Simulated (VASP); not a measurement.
Input of a VASP 6.6.1 run:

File POSCAR:

```
MoS2
1.0
    3.2296255149      0.0000000000      0.0000000000
   -1.6148127575      2.7969377406      0.0000000000
    0.0000000000      0.0000000000      6.4484234991
Mo S
1 2
Direct
    0.0000000000      0.0000000000      0.5000000000
    0.3333333333      0.6666666667      0.2599818323
    0.6666666667      0.3333333333      0.7400181677
```

INCAR.step1

```
  PREC = Accurate
  ENCUT = 520
  ISMEAR = 0
  SIGMA = 0.1
  LREAL = False
  LASPH = True
  NELM = 100
  NBANDS = 20
  GGA = PE
  ALGO = Normal
  EDIFF = 1E-4
  LWAVE = True
  LCHARG = False
```

INCAR.step2

```
  PREC = Accurate
  ENCUT = 520
  EDIFF = 1E-6
  ISMEAR = 0
  SIGMA = 0.1
  LREAL = False
  LASPH = True
  NELM = 100
  ALGO = Normal
  ISIF = 2
  LWAVE = False
  LCHARG = True
  METAGGA = R2SCAN
  LMIXTAU = True
  LELF = True
  LVHAR = True
  NBANDS = 20
  ISTART = 1
```

KPOINTS

```
regular mesh
0
Gamma
  18 18 8
```

Potentials or basis: VASP PAW PBE potentials, release 64 (Mo_sv, S).

Launch:

```sh
$ cat potpaw_PBE.64/Mo_sv/POTCAR potpaw_PBE.64/S/POTCAR > POTCAR
$ cp INCAR.step1 INCAR
$ mpirun -np 1 vasp_std > vasp.out
$ cp INCAR.step2 INCAR
$ mpirun -np 1 vasp_std > vasp.out
```

(1) Predict the band gap on the k mesh.

(2) Predict the largest force.

## Answers

(1) zero (bands 13 and 14 overlap by 1.18 eV).

(2) 0.004 eV/Å.

Caveat: the PAW data sets were made with another functional, which shifts forces and pressure a little.
